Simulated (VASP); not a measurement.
# Sb (Fm-3m) in VASP: a series of runs

Aim: see how the results for Sb move with the level of theory and the settings. Levels: PBEsol, PBE, HF. Tasks: relaxation of cell and atoms, single point.

Everything below comes from runs of VASP 6.6.1. Logs are shortened: lines on timing, memory, paths and dates and some standing lists are left out, and cuts for length are marked.

**1. The cell of the first run**

Symmetry: Fm-3m, No. 225, cubic system. The conventional cell has a = 4.742 Å, b = 4.742 Å, c = 4.742 Å, α = 90.00°, β = 90.00°, γ = 90.00°. Within 4.4 Å of Sb (site symmetry m-3m) lie 12 Sb at 3.35 Å.

**2. Relaxation of cell and atoms, PBEsol, target pressure 30 GPa, at which the enthalpy is minimised**

INCAR

```
  PREC = Accurate
  ENCUT = 600
  EDIFF = 1E-6
  ISMEAR = -1
  SIGMA = 0.05
  LREAL = F
  LASPH = T
  NELM = 60
  ALGO = Normal
  ISIF = 3
  LWAVE = F
  LCHARG = F
  GGA = PS
  IBRION = 2
  NSW = 80
  EDIFFG = -0.01
  PSTRESS = 300.0
```

KPOINTS

```
regular mesh
0
Gamma
  10 10 10
```

POSCAR

```
Sb
1.0
    0.0000000000      2.3712425216      2.3712425216
    2.3712425216      0.0000000000      2.3712425216
    2.3712425216      2.3712425216      0.0000000000
Sb
1
Direct
    0.0000000000      0.0000000000      0.0000000000
```

Potentials or basis: VASP PAW PBE potentials, release 64 (Sb).

The run is started by

```sh
> cat potpaw_PBE.64/Sb/POTCAR > POTCAR
> mpirun -np 1 vasp_std > vasp.out
```

OUTCAR:

```text
PREC = Accurate
   ENCUT = 600
   EDIFF = 1E-6
   ISMEAR = -1
   LREAL = F
   LASPH = T
   NELM = 60
   ISIF = 3
   GGA = PS
   IBRION = 2
   NSW = 80
   EDIFFG = -0.01
   PSTRESS = 300.0

 ion  position               nearest neighbor table
   1  0.000  0.000  0.000-

  LATTYP: Found a face centered cubic cell.
 ALAT       =     4.7424850432

  Lattice vectors:

 A1 = (   0.0000000000,   2.3712425216,   2.3712425216)
 A2 = (   2.3712425216,   0.0000000000,   2.3712425216)
 A3 = (   2.3712425216,   2.3712425216,   0.0000000000)

Analysis of symmetry for initial positions (statically):
=====================================================================
 Subroutine PRICEL returns:
 Original cell was already a primitive cell.

 Routine SETGRP: Setting up the symmetry group for a
 face centered cubic supercell.

 Subroutine GETGRP returns: Found 48 space group operations
[... 9 lines left out ...]

 Routine SETGRP: Setting up the symmetry group for a
 face centered cubic supercell.

 Subroutine GETGRP returns: Found 48 space group operations
[... 11 lines left out ...]
                                     Primitive cell

  volume of cell :      26.6660

  direct lattice vectors                    reciprocal lattice vectors
     0.000000000  2.371242522  2.371242522    -0.210859916  0.210859916  0.210859916
     2.371242522  0.000000000  2.371242522     0.210859916 -0.210859916  0.210859916
     2.371242522  2.371242522  0.000000000     0.210859916  0.210859916 -0.210859916

  length of vectors
     3.353443334  3.353443334  3.353443334     0.365220089  0.365220089  0.365220089

  position of ions in fractional coordinates (direct lattice)
     0.000000000  0.000000000  0.000000000

  ion indices of the primitive-cell ions
   primitive index   ion index
                 1           1

----------------------------------------------------------------------------------------

 KPOINTS: regular mesh

Automatic generation of k-mesh.
 Grid dimensions read from file:
 generate k-points for:   10   10   10

 Generating k-lattice:

  Cartesian coordinates                     Fractional coordinates (reciprocal lattice)
    -0.021085992  0.021085992  0.021085992     0.100000000  0.000000000  0.000000000
     0.021085992 -0.021085992  0.021085992     0.000000000  0.100000000  0.000000000
     0.021085992  0.021085992 -0.021085992     0.000000000  0.000000000  0.100000000

  Length of vectors
     0.036522009  0.036522009  0.036522009

  Shift w.r.t. Gamma in fractional coordinates (k-lattice)
     0.000000000  0.000000000  0.000000000

 Subroutine IBZKPT returns following result:
 ===========================================

 Found     47 irreducible k-points:

 Following reciprocal coordinates:
            Coordinates               Weight
  0.000000  0.000000  0.000000      1.000000
  0.100000  0.000000  0.000000      8.000000
  0.200000  0.000000  0.000000      8.000000
  0.300000  0.000000  0.000000      8.000000
  0.400000  0.000000  0.000000      8.000000
  0.500000  0.000000  0.000000      4.000000
[... 16 lines left out ...]
  0.300000  0.300000  0.000000      6.000000
  0.400000  0.300000  0.000000     24.000000
 [... further k-points ...]
   k-points           NKPTS =     47   k-points in BZ     NKDIM =     47   number of bands    NBANDS=      6
   number of dos      NEDOS =    301   number of ions     NIONS =      1
   total plane-waves  NPLWV =  21952
   dimension x,y,z NGX =    28 NGY =   28 NGZ =   28
   dimension x,y,z NGXF=    56 NGYF=   56 NGZF=   56
   ions per type =               1
   NGX,Y,Z   is equivalent  to a cutoff of  13.88, 13.88, 13.88 a.u.
   NGXF,Y,Z  is equivalent  to a cutoff of  27.76, 27.76, 27.76 a.u.
 SYSTEM =  unknown system
   PREC   = accura    normal or accurate (medium, high low for compatibility)
   ISTART =      0    job   : 0-new  1-cont  2-samecut
   ICHARG =      2    charge: 1-file 2-atom 10-const
   ISPIN  =      1    spin polarized calculation?
   LNONCOLLINEAR =      F non collinear calculations
   LSORBIT =      F    spin-orbit coupling
   LASPH  =      T    aspherical Exc in radial PAW
   ENCUT  =  600.0 eV  44.10 Ry    6.64 a.u.   6.70  6.70  6.70*2*pi/ulx,y,z
   NELM   =     60;   NELMIN=  2; NELMDL= -5     # of ELM steps
   EDIFF  = 0.1E-05   stopping-criterion for ELM
   LREAL  =      F    real-space projection
   EDIFFG = -.1E-01   stopping-criterion for IOM
   NSW    =     80    number of steps for IOM
   IBRION =      2    ionic relax: 0-MD 1-quasi-New 2-CG
   NFREE  =      1    steps in history (QN), initial steepest desc. (CG)
   ISIF   =      3    stress and relaxation
   ISYM   =      2    0-nonsym 1-usesym 2-fastsym
   POTIM  = 0.5000    time-step for ionic-motion
   TEBEG  =    0.0;   TEEND  =   0.0 temperature during run
   PSTRESS=  300.0 pullay stress
   NELECT =       5.0000    total number of electrons
   NUPDOWN=      -1.0000    fix difference up-down
   EMIN   =  10.00;   EMAX   =-10.00  energy-range for DOS
   EFERMI =   0.00;   METHOD = LEGACY
   ISMEAR =    -1;   SIGMA  =   0.05  broadening in eV -4-tet -1-fermi 0-gaus
   EFERMI_NEDOS =   21; number of points for ismear=-14 and -15
   IALGO  =     38    algorithm
   IMIX   =      4    mixing-type and parameters
     AMIX     =   0.40;   BMIX     =  1.00
     AMIX_MAG =   1.60;   BMIX_MAG =  1.00
  volume/ion in A,a.u.               =      26.67       179.95
  Fermi-wavevector in a.u.,A,eV,Ry     =   0.937013  1.770697 11.945820  0.877993
  Thomas-Fermi vector in A             =   2.064081
   LORBIT       =      0    0 simple, 1 ext, 2 COOP (PROOUT), +10 PAW based schemes
   GGA     = PS    functional components
   LHFCALC =     F    Hartree Fock is set to
   AEXX    =    0.0000 exact exchange contribution
   IVDW    =     0    specifies the selected vdW correction
   LEPSILON=     F    determine dielectric tensor
   LRPA    =     F    only Hartree local field effects (RPA)
 conjugate gradient relaxation of ions
 non-spin polarized calculation
  energy-cutoff  :      600.00
  volume of cell :       26.67
 maximum number of plane-waves:       908
   NGX = 13   NGY = 13   NGZ = 13

--------------------------------------- Ionic step        1  -------------------------------------------

 number of electron       5.0000000 magnetization

 Free energy of the ion-electron system (eV)
  ---------------------------------------------------
  ext. energy  EPLUGINS =         0.00000000
  ---------------------------------------------------
  free energy    TOTEN  =        -4.29713780 eV

  energy without entropy =       -4.29044225  energy(sigma->0) =       -4.29379002

 E-fermi :   8.4707     XC(G=0): -10.3767

 val. band max:        8.4199534769   @ k =  -0.4000   0.4000   0.1000
 cond. band min:       8.5132971383   @ k =  -0.2000   0.2000   0.0000
 fundamental gap:      0.0933436614
 Fermi energy:         8.4707466766

 k-point     1 :       0.0000    0.0000    0.0000
  band No.  band energies     occupation
      1      -4.5113      2.00000
      2      13.8894      0.00000
      3      13.8894      0.00000
      4      13.8894      0.00000
      5      18.5247      0.00000
      6      18.5247      0.00000

 k-point     2 :       0.1000    0.0000    0.0000
  band No.  band energies     occupation
      1      -4.3115      2.00000
      2      12.1690      0.00000
      3      13.6357      0.00000
      4      13.6357      0.00000
      5      17.4550      0.00000
      6      18.9363      0.00000
[... 190 lines left out ...]
 k-point    24 :       0.4000    0.3000    0.0000
  band No.  band energies     occupation
      1      -1.2111      2.00000
      2       6.4119      2.00000
      3       8.7417      0.00883
      4       9.6528      0.00000
      5      13.6546      0.00000
      6      14.9009      0.00000

 [... further k-points ...]
[... 5 lines left out ...]
  --------------------------------------------------------------------------------------
  -------------------------------------------------------------------------------------
  Total       -0.2056788     -0.2056788     -0.2056788      0.0000000      0.0000000      0.0000000
  in kB      -12.3578284    -12.3578284    -12.3578284      0.0000000      0.0000000      0.0000000
  external PRESSURE =    -312.3578284 kB  Pullay stress =     300.0000000 kB
[... 90 lines left out ...]
  FREE ENERGIE OF THE ION-ELECTRON SYSTEM (eV)
  ---------------------------------------------------
  free  energy   TOTEN  =        -4.0491438394 eV

  energy  without entropy=       -4.0462188176  energy(sigma->0) =       -4.04768133

  enthalpy is  TOTEN    =        -0.0350834206 eV   P V=        4.0140604188

[... ionic steps 4 to 12 ...]

--------------------------------------- Ionic step       13  -------------------------------------------

 number of electron       5.0000000 magnetization

------------------------ aborting loop because EDIFF is reached ----------------------------------------

  FORCE on cell =-STRESS in cart. coord.  units (eV):
  Direction    XX          YY          ZZ          XY          YZ          ZX
  --------------------------------------------------------------------------------------
  -------------------------------------------------------------------------------------
  Total        3.7550980      3.7550980      3.7550980      0.0000000     -0.0000000      0.0000000
  in kB      294.6076827    294.6076827    294.6076827      0.0000000     -0.0000000      0.0000000
  external PRESSURE =      -5.3923173 kB  Pullay stress =     300.0000000 kB
[... 59 lines left out ...]
  enthalpy is  TOTEN    =        -0.0668331062 eV   P V=        3.8208383357

--------------------------------------- Ionic step       15  -------------------------------------------

 number of electron       5.0000000 magnetization

 Free energy of the ion-electron system (eV)
  ---------------------------------------------------
  ext. energy  EPLUGINS =         0.00000000
  ---------------------------------------------------
  free energy    TOTEN  =        -3.88173809 eV

  energy without entropy =       -3.87935463  energy(sigma->0) =       -3.88054636

 E-fermi :  12.4900     XC(G=0): -11.5843

 val. band max:       12.2872768892   @ k =  -0.2000   0.2000   0.0000
 cond. band min:      12.5528496387   @ k =  -0.2000   0.1000   0.0000
 fundamental gap:      0.2655727496
 Fermi energy:        12.4900315521

 k-point     1 :       0.0000    0.0000    0.0000
  band No.  band energies     occupation
      1      -2.9904      2.00000
      2      20.1096      0.00000
      3      20.1096      0.00000
      4      20.1096      0.00000
      5      22.5813      0.00000
      6      23.5036      0.00000

 k-point     2 :       0.1000    0.0000    0.0000
  band No.  band energies     occupation
      1      -2.7361      2.00000
      2      17.5560      0.00000
      3      19.6653      0.00000
      4      19.6653      0.00000
      5      21.9395      0.00000
      6      24.1725      0.00000
[... 190 lines left out ...]
 k-point    24 :       0.4000    0.3000    0.0000
  band No.  band energies     occupation
      1       1.3271      2.00000
      2      10.6933      2.00000
      3      12.6054      0.18093
      4      13.9449      0.00000
      5      17.8091      0.00000
      6      19.5201      0.00000

 [... further k-points ...]
[... 5 lines left out ...]
  --------------------------------------------------------------------------------------
  -------------------------------------------------------------------------------------
  Total        3.8074142      3.8074142      3.8074142      0.0000000     -0.0000000     -0.0000000
  in kB      299.4143302    299.4143302    299.4143302      0.0000000     -0.0000000     -0.0000000
  external PRESSURE =      -0.5856698 kB  Pullay stress =     300.0000000 kB
[... 16 lines left out ...]
  FREE ENERGIE OF THE ION-ELECTRON SYSTEM (eV)
  ---------------------------------------------------
  free  energy   TOTEN  =        -3.8817380896 eV

  energy  without entropy=       -3.8793546306  energy(sigma->0) =       -3.88054636

  enthalpy is  TOTEN    =        -0.0668763983 eV   P V=        3.8148616913

 reached required accuracy - stopping structural energy minimisation
```

Wall time 51 s (1 thread of Intel Xeon 6975P-C, shared host); peak memory 0.17 GiB.

Results:

| Item | Value |
| --- | --- |
| Free energy | -3.8817 eV |
| Relaxed volume | 20.37 Å³/atom |
| Relaxed cell | a = 3.066 Å, b = 3.066 Å, c = 3.066 Å, α = 60.00°, β = 60.00°, γ = 60.00° |
| Space group after relaxing (to 0.05 Å) | Fm-3m (No. 225) |
| Energy change on relaxing (the enthalpy is what falls) | +415.4 meV/atom |
| Ionic steps | 15 |
| Pressure after relaxing | 29.9 GPa |

Step by step:
```csv
step,energy change (eV),largest force (eV/Å),pressure (GPa),volume (Å³)
1,0.0000,0.0000,-1.24,26.67
2,8.8180,0.0000,422.39,11.21
3,0.2480,0.0000,20.88,21.44
4,0.3234,0.0000,25.08,20.91
5,0.4202,0.0000,30.19,20.35
6,0.3988,0.0000,29.09,20.46
7,0.4000,0.0000,29.13,20.46
8,0.4037,0.0000,29.34,20.44
9,0.4038,0.0000,29.34,20.44
10,0.4040,0.0000,29.35,20.44
11,0.4043,0.0000,29.36,20.43
12,0.4051,0.0000,29.40,20.43
13,0.4065,0.0000,29.46,20.42
14,0.4095,0.0000,29.64,20.41
15,0.4154,0.0000,29.94,20.37
```

Final structure:
```
CELL_PARAMETERS angstrom
0.00000 2.16777 2.16777
2.16777 0.00000 2.16777
2.16777 2.16777 0.00000
ATOMIC_POSITIONS crystal
Sb 0.00000 0.00000 0.00000
```

Caveat: the cell is relaxed towards a set pressure, so the enthalpy falls and the energy may rise; the volume moved by over 15 % at a fixed basis, so the end points are rough; the PAW data sets were made with another functional, which shifts forces and pressure a little; spin-orbit coupling is left out, which moves the levels of the heavy elements.

**3. Single point, PBE**

INCAR

```
PREC = Accurate ; ENCUT = 500
EDIFF = 1E-6 ; ISMEAR = 0
SIGMA = 0.014 ; LREAL = False
LASPH = True ; NELM = 120
ALGO = Normal ; ISIF = 2
LWAVE = False ; LCHARG = False
GGA = PE ; NBANDS = 8
GGA_COMPAT = False
```

KPOINTS is that of step 2.

POSCAR is that of step 2.

Potentials or basis: VASP PAW PBE potentials, release 64 (Sb).

The run is started by

```sh
> cat potpaw_PBE.64/Sb/POTCAR > POTCAR
> mpirun -np 1 vasp_std > vasp.out
```

It used 8.3 s of CPU time on 1 thread of AMD EPYC 7R13 Processor (Zen 3), with other jobs on the host.

It converged, with:

| Quantity | Value |
| --- | --- |
| Free energy | -3.8156 eV |
| Pressure | 1.8 GPa |

Levels at points of the mesh, in eV from the Fermi level:
```
           k point  band 1  band 2  band 3  band 4  band 5
(0.00, 0.00, 0.00)  -12.93    5.46    5.46    5.46   10.05
(0.50, 0.00, 0.00)   -9.13   -5.81    3.75    3.75    8.30
(0.50, 0.50, 0.00)   -7.47   -4.91    0.45    0.45    4.22
```

Caveat: spin-orbit coupling is left out, which moves the levels of the heavy elements.

**4. Single point, HF**

This run uses another cell than the first one, of 28.83 Å³/atom, 1.081 times its volume.

POSCAR

```
Sb
1.0
    0.0000000000      2.4336678776      2.4336678776
    2.4336678776      0.0000000000      2.4336678776
    2.4336678776      2.4336678776      0.0000000000
Sb
1
Direct
    0.0000000000      0.0000000000      0.0000000000
```

INCAR.step1

```
SYSTEM = Sb
ALGO     = Normal         ! electronic algorithm
EDIFF    = 1E-5           ! SCF threshold, eV
ENCUT    = 400            ! plane-wave cutoff, eV
GGA      = PE             ! functional
GGA_COMPAT= .FALSE.      
ISIF     = 2              ! what is computed and relaxed
ISMEAR   = -1             ! smearing method
LASPH    = .TRUE.         ! aspherical terms in the spheres
LCHARG   = .FALSE.        ! write CHGCAR
LREAL    = .FALSE.        ! projectors in reciprocal space
LWAVE    = .TRUE.         ! write WAVECAR
NBANDS   = 14             ! bands
NELM     = 120            ! most SCF steps
PREC     = Accurate       ! precision mode
SIGMA    = 0.05           ! smearing width, eV
```

INCAR.step2

```
SYSTEM = Sb
AEXX     = 1.0            ! exact-exchange fraction
AGGAC    = 0.0          
ALDAC    = 0.0          
ALGO     = Normal         ! electronic algorithm
EDIFF    = 1E-6           ! SCF threshold, eV
ENCUT    = 400            ! plane-wave cutoff, eV
GGA      = PE             ! functional
GGA_COMPAT= .FALSE.      
ISIF     = 2              ! what is computed and relaxed
ISMEAR   = -1             ! smearing method
ISTART   = 1            
LASPH    = .TRUE.         ! aspherical terms in the spheres
LCHARG   = .FALSE.        ! write CHGCAR
LHFCALC  = .TRUE.         ! exact exchange
LREAL    = .FALSE.        ! projectors in reciprocal space
LWAVE    = .FALSE.        ! write WAVECAR
NBANDS   = 14             ! bands
NELM     = 120            ! most SCF steps
PREC     = Accurate       ! precision mode
PRECFOCK = Normal       
SIGMA    = 0.05           ! smearing width, eV
```

KPOINTS

```
k-points
0
G
  5 5 5
  0 0 0
```

Potentials or basis: VASP PAW PBE potentials, release 64 (Sb_d_GW).

The run is started by

```sh
> cat potpaw_PBE.64/Sb_d_GW/POTCAR > POTCAR
> cp INCAR.step1 INCAR
> mpirun -np 1 vasp_std > vasp.out
> cp INCAR.step2 INCAR
> mpirun -np 1 vasp_std > vasp.out
```

Run time: 6 min. Hardware: 1 thread of AMD EPYC 7R13 (Zen 3), shared host; peak memory 0.12 GiB.

Results (log left out):

```yaml
Free_energy: -7.0986 eV
Pressure: -0.8 GPa
```

Levels at points of the mesh, in eV from the Fermi level:
| k point | band 4 | band 5 | band 6 | band 7 | band 8 | band 9 | band 10 | band 11 |
| --- | --- | --- | --- | --- | --- | --- | --- | --- |
| (0.00, 0.00, 0.00) | -40.37 | -40.37 | -19.40 | 9.75 | 9.75 | 9.75 | 15.53 | 15.53 |

Caveat: the k points lie up to 0.45 Å⁻¹ apart; the PAW data sets were made with another functional, which shifts forces and pressure a little; spin-orbit coupling is left out, which moves the levels of the heavy elements.

**5. The runs side by side**

| task | level | potentials or basis | cell | k mesh | cutoff (eV) | smearing | grid for exact exchange (PRECFOCK) | second run | gap on the mesh (eV) | pressure (GPa) |
| --- | --- | --- | --- | --- | --- | --- | --- | --- | --- | --- |
| relaxation of cell and atoms | PBEsol | VASP PAW PBE potentials, release 64 (Sb) | relaxed to 30 GPa from a = 3.353 Å, angles 60.0°, 1 atom | 10 × 10 × 10 | 600 | fermi-dirac 0.05 eV | - | - | none | 29.9 |
| single point | PBE | VASP PAW PBE potentials, release 64 (Sb) | a = 3.353 Å, angles 60.0°, 1 atom | 10 × 10 × 10 | 500 | gaussian 0.014 eV | - | - | none | 1.8 |
| single point | HF | VASP PAW PBE potentials, release 64 (Sb_d_GW) | a = 3.442 Å, angles 60.0°, 1 atom | 5 × 5 × 5 | 400 | fermi-dirac 0.05 eV | Normal | valence_matched | none | -0.8 |

Alike in all rows: no spin polarisation.

Caveats: some runs use coarse meshes; spin-orbit coupling is left out, which moves the levels of the heavy elements; the PAW data sets were made with another functional, which shifts forces and pressure a little (some runs); the cell is relaxed towards a set pressure, so the enthalpy falls and the energy may rise (some runs); the volume moved by over 15 % at a fixed basis, so the end points are rough (some runs).

Absolute energies hang on the potentials; compare differences alone.
